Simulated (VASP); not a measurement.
A run of VASP 6.6.1 is set up as follows.

Contents of INCAR:

```
ALGO = Normal ; EDIFF = 1E-6
ENCUT = 520 ; GGA = PE
ISIF = 2 ; ISMEAR = -1
LASPH = True ; LCHARG = False
LREAL = False ; LWAVE = False
NBANDS = 11 ; NELM = 100
PREC = Accurate ; SIGMA = 0.02
```

KPOINTS

```
k-points
0
Gamma
  8 8 8
```

The input POSCAR:

```
MgS
1.0
    0.0000000000      2.6015177399      2.6015177399
    2.6015177399      0.0000000000      2.6015177399
    2.6015177399      2.6015177399      0.0000000000
Mg S
1 1
Direct
    0.0000000000      0.0000000000      0.0000000000
    0.5000000000      0.5000000000      0.5000000000
```

Potentials or basis: VASP PAW PBE potentials, release 64 (Mg, S).

Command:

```bash
$ cat potpaw_PBE.64/Mg/POTCAR potpaw_PBE.64/S/POTCAR > POTCAR
$ mpirun -np 1 vasp_std > vasp.out
```

(1) What does it give for the band gap on the k mesh?

(2) Predict the pressure.

Results:

(1) 2.78 eV (least direct gap 3.71 eV).

(2) 0.9 GPa.
